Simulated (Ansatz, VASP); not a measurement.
# Ir: VASP beside Ansatz

```xyz
2
Lattice="2.7514 0.0000 0.0000 -1.3757 2.3828 0.0000 0.0000 0.0000 4.4623" Properties=species:S:1:pos:R:3 pbc="T T T"
Ir    1.3757    0.7943    3.3467
Ir    0.0000    1.5885    1.1156
```

Alike in both runs: task single point; functional PBE; dispersion D3(BJ); k mesh 9 × 9 × 4; occupations gaussian, width 0.1 eV; no spin polarisation.

```csv
,VASP,Ansatz
version,VASP 6.6.1,Ansatz 0.2.0
potentials or method,"VASP PAW PBE potentials, release 64 (Ir), cutoff 520 eV","scalar-relativistic, plane waves, PAW"
valence electrons in the cell,18,34
```

|  | VASP | Ansatz | Ansatz less VASP |
| --- | --- | --- | --- |
| gap on the k mesh at the Fermi level (eV) | none | none | - |
| pressure (GPa) | -9.7 | -10.1 | -0.44 |
| traceless stress, the component that is largest in VASP (GPa) | -0.06 | -0.06 | -0.005 |

A gap of «none» marks a metal or a gap that the smearing closes. VASP's potentials hold 18 valence electrons a cell and Ansatz's 34, so a difference there can come from the potentials and not from the codes.

Neither program's run includes spin-orbit coupling.
